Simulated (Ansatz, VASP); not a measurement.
**ZrB2 in VASP and in Ansatz**

```
Zr B
1.0
     3.13254    0.00000    0.00000
    -1.56627    2.71286    0.00000
     0.00000    0.00000    3.48890
Zr B
1 2
Direct
  0.00000 0.00000 0.00000
  0.33333 0.66667 0.50000
  0.66667 0.33333 0.50000
```

Alike in both runs: task single point; functional LDA; k mesh 15 × 15 × 12; occupations gaussian, width 0.15 eV; no spin polarisation.

```csv
,VASP,Ansatz
version,VASP 6.6.1,Ansatz 0.2.0
potentials or method,"VASP PAW LDA potentials, release 64 (Zr_sv, B), cutoff 520 eV","scalar-relativistic, plane waves, PAW"
valence electrons in the cell,18,18
```

```tsv
	VASP	Ansatz	Ansatz less VASP
gap on the k mesh at the Fermi level (eV)	none	none	-
pressure (GPa)	0.5	0.0	-0.53
```

LDA's correlation is that of Perdew and Zunger in VASP and of Perdew and Wang (1992) in Ansatz. A gap of «none» marks a metal or a gap that the smearing closes.
